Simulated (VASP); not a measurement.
# Cu3N (copper nitride) (Pm-3m) in VASP: single point with PBE

Aim: the single point of Cu3N (copper nitride) with PBE.

Everything below comes from runs of VASP 6.6.1. Logs are shortened: lines on timing, memory, paths and dates and some standing lists are left out, and cuts for length are marked.

### 1 The cell of the first run

The structure is cubic, space group Pm-3m (No. 221). Conventional cell: a = 3.820 Å, b = 3.820 Å, c = 3.820 Å, α = 90.00°, β = 90.00°, γ = 90.00°. Within 2.5 Å of Cu (site symmetry 4/mmm) lie 2 N at 1.91 Å. Within 2.5 Å of N (site symmetry m-3m) lie 6 Cu at 1.91 Å.

### 2 Single point, PBE

Contents of INCAR:

```
PREC = Accurate
ENCUT = 600
EDIFF = 1E-6
ISMEAR = 0
SIGMA = 0.01
LREAL = F
LASPH = T
NELM = 120
ALGO = Normal
ISIF = 2
LWAVE = F
LCHARG = F
GGA = PE
NBANDS = 27
GGA_COMPAT = F
```

Contents of KPOINTS:

```
Automatic mesh
0
Gamma
  8 8 8
```

Contents of POSCAR:

```
Cu3N
1.0
    3.8200000000      0.0000000000      0.0000000000
    0.0000000000      3.8200000000      0.0000000000
    0.0000000000      0.0000000000      3.8200000000
Cu N
3 1
Direct
    0.5000000000      0.0000000000      0.0000000000
    0.0000000000      0.5000000000      0.0000000000
    0.0000000000      0.0000000000      0.5000000000
    0.0000000000      0.0000000000      0.0000000000
```

Potentials or basis: VASP PAW PBE potentials, release 64 (Cu, N).

Run with:

```sh
cat potpaw_PBE.64/Cu/POTCAR potpaw_PBE.64/N/POTCAR > POTCAR
mpirun -np 1 vasp_std > vasp.out
```

OUTCAR:

```text
PREC = Accurate
   ENCUT = 600
   EDIFF = 1E-6
   ISMEAR = 0
   LREAL = F
   LASPH = T
   NELM = 120
   ISIF = 2
   GGA = PE

 ion  position               nearest neighbor table
   1  0.500  0.000  0.000-   4 1.91   4 1.91   2 2.70   3 2.70   2 2.70   2 2.70   3 2.70   3 2.70
                             3 2.70   2 2.70
   2  0.000  0.500  0.000-   4 1.91   4 1.91   1 2.70   3 2.70   1 2.70   3 2.70   3 2.70   3 2.70
                             1 2.70   1 2.70
   3  0.000  0.000  0.500-   4 1.91   4 1.91   1 2.70   1 2.70   2 2.70   2 2.70   2 2.70   2 2.70
                             1 2.70   1 2.70
   4  0.000  0.000  0.000-   1 1.91   2 1.91   3 1.91   3 1.91   2 1.91   1 1.91

  LATTYP: Found a simple cubic cell.
 ALAT       =     3.8200000000

  Lattice vectors:

 A1 = (   3.8200000000,   0.0000000000,   0.0000000000)
 A2 = (   0.0000000000,   3.8200000000,   0.0000000000)
 A3 = (   0.0000000000,   0.0000000000,   3.8200000000)

Analysis of symmetry for initial positions (statically):
=====================================================================
 Subroutine PRICEL returns:
 Original cell was already a primitive cell.

 Routine SETGRP: Setting up the symmetry group for a
 simple cubic supercell.

 Subroutine GETGRP returns: Found 48 space group operations
 (whereof 48 operations were pure point group operations)
 out of a pool of 48 trial point group operations.

The static configuration has the point symmetry O_h .

Analysis of symmetry for dynamics (positions and initial velocities):
=====================================================================
 Subroutine PRICEL returns:
 Original cell was already a primitive cell.

 Routine SETGRP: Setting up the symmetry group for a
 simple cubic supercell.

 Subroutine GETGRP returns: Found 48 space group operations
 (whereof 48 operations were pure point group operations)
 out of a pool of 48 trial point group operations.

The dynamic configuration has the point symmetry O_h .

 Subroutine INISYM returns: Found 48 space group operations
 (whereof 48 operations are pure point group operations),
 and found     1 'primitive' translations

----------------------------------------------------------------------------------------

                                     Primitive cell

  volume of cell :      55.7430
[... 85 lines left out ...]
   ISTART =      0    job   : 0-new  1-cont  2-samecut
   ICHARG =      2    charge: 1-file 2-atom 10-const
   ISPIN  =      1    spin polarized calculation?
   LNONCOLLINEAR =      F non collinear calculations
   LSORBIT =      F    spin-orbit coupling
   LASPH  =      T    aspherical Exc in radial PAW
   ENCUT  =  600.0 eV  44.10 Ry    6.64 a.u.   7.63  7.63  7.63*2*pi/ulx,y,z
   NELM   =    120;   NELMIN=  2; NELMDL= -5     # of ELM steps
   EDIFF  = 0.1E-05   stopping-criterion for ELM
   LREAL  =      F    real-space projection
   EDIFFG = 0.1E-04   stopping-criterion for IOM
   NSW    =      0    number of steps for IOM
   IBRION =     -1    ionic relax: 0-MD 1-quasi-New 2-CG
   NFREE  =      0    steps in history (QN), initial steepest desc. (CG)
   ISIF   =      2    stress and relaxation
   ISYM   =      2    0-nonsym 1-usesym 2-fastsym
   POTIM  = 0.5000    time-step for ionic-motion
   TEBEG  =    0.0;   TEEND  =   0.0 temperature during run
   PSTRESS=    0.0 pullay stress
   NELECT =      38.0000    total number of electrons
   NUPDOWN=      -1.0000    fix difference up-down
   EMIN   =  10.00;   EMAX   =-10.00  energy-range for DOS
   EFERMI =   0.00;   METHOD = LEGACY
   ISMEAR =     0;   SIGMA  =   0.01  broadening in eV -4-tet -1-fermi 0-gaus
   EFERMI_NEDOS =   21; number of points for ismear=-14 and -15
   IALGO  =     38    algorithm
   IMIX   =      4    mixing-type and parameters
     AMIX     =   0.40;   BMIX     =  1.00
     AMIX_MAG =   1.60;   BMIX_MAG =  1.00
  volume/ion in A,a.u.               =      13.94        94.04
  Fermi-wavevector in a.u.,A,eV,Ry     =   1.440808  2.722732 28.244697  2.075927
  Thomas-Fermi vector in A             =   2.559510
   LORBIT       =      0    0 simple, 1 ext, 2 COOP (PROOUT), +10 PAW based schemes
   GGA     = PE    functional components
   LHFCALC =     F    Hartree Fock is set to
   AEXX    =    0.0000 exact exchange contribution
   IVDW    =     0    specifies the selected vdW correction
   LEPSILON=     F    determine dielectric tensor
   LRPA    =     F    only Hartree local field effects (RPA)
 non-spin polarized calculation
 Gauss-broadening in eV      SIGMA  =   0.01
  energy-cutoff  :      600.00
  volume of cell :       55.74
 maximum number of plane-waves:      1877
 NGX is ok and might be reduce to    32
   NGX = 15   NGY = 15   NGZ = 15

 number of electron      37.9999973 magnetization

 Free energy of the ion-electron system (eV)
  ---------------------------------------------------
  ext. energy  EPLUGINS =         0.00000000
  ---------------------------------------------------
  free energy    TOTEN  =       -18.38842490 eV

  energy without entropy =      -18.38842490  energy(sigma->0) =      -18.38842490

 E-fermi :   4.9238     XC(G=0): -10.7660

 val. band max:        4.8650079017   @ k =   0.5000   0.5000   0.5000
 cond. band min:       5.0910889438   @ k =   0.5000   0.5000   0.0000
 fundamental gap:      0.2260810421
 Fermi energy:         4.9238221989

 k-point     1 :       0.0000    0.0000    0.0000
  band No.  band energies     occupation
      1     -11.9093      2.00000
      2      -0.3370      2.00000
      3       0.1345      2.00000
      4       0.1345      2.00000
      5       0.1345      2.00000
      6       1.0409      2.00000
[... 709 lines left out ...]
     26      14.7805      0.00000
     27      17.1787      0.00000

 [... further k-points ...]
[... 5 lines left out ...]
  --------------------------------------------------------------------------------------
  -------------------------------------------------------------------------------------
  Total        0.5065259      0.5065259      0.5065259     -0.0000000     -0.0000000      0.0000000
  in kB       14.5586859     14.5586859     14.5586859     -0.0000000     -0.0000000      0.0000000
  external PRESSURE =      14.5586859 kB  Pullay stress =       0.0000000 kB

 VOLUME and BASIS-vectors are now :
 -----------------------------------------------------------------------------
  energy-cutoff  :      600.00
  volume of cell :       55.74
      direct lattice vectors                 reciprocal lattice vectors
     3.820000000  0.000000000  0.000000000     0.261780105  0.000000000  0.000000000
     0.000000000  3.820000000  0.000000000     0.000000000  0.261780105  0.000000000
     0.000000000  0.000000000  3.820000000     0.000000000  0.000000000  0.261780105

 POSITION                                       TOTAL-FORCE (eV/Angst)
 -----------------------------------------------------------------------------------
      1.91000      0.00000      0.00000         0.000000      0.000000      0.000000
      0.00000      1.91000      0.00000         0.000000      0.000000      0.000000
      0.00000      0.00000      1.91000         0.000000      0.000000      0.000000
      0.00000      0.00000      0.00000         0.000000      0.000000      0.000000
 -----------------------------------------------------------------------------------
    total drift:                                0.000000      0.000000     -0.000000

  FREE ENERGIE OF THE ION-ELECTRON SYSTEM (eV)
  ---------------------------------------------------
  free  energy   TOTEN  =       -18.3884249044 eV

  energy  without entropy=      -18.3884249044  energy(sigma->0) =      -18.38842490
```

Wall time 44 s (1 thread of Intel Xeon Platinum 8259CL at 2.50GHz (Skylake/Cascade Lake), shared host); peak memory 0.2 GiB.

Results:

| Quantity | Value |
| --- | --- |
| Free energy | -18.3884 eV |
| Pressure | 1.5 GPa |
| Band gap on the k mesh | 0.23 eV, indirect (least direct gap 0.76 eV) |

A k mesh can miss the band edges.
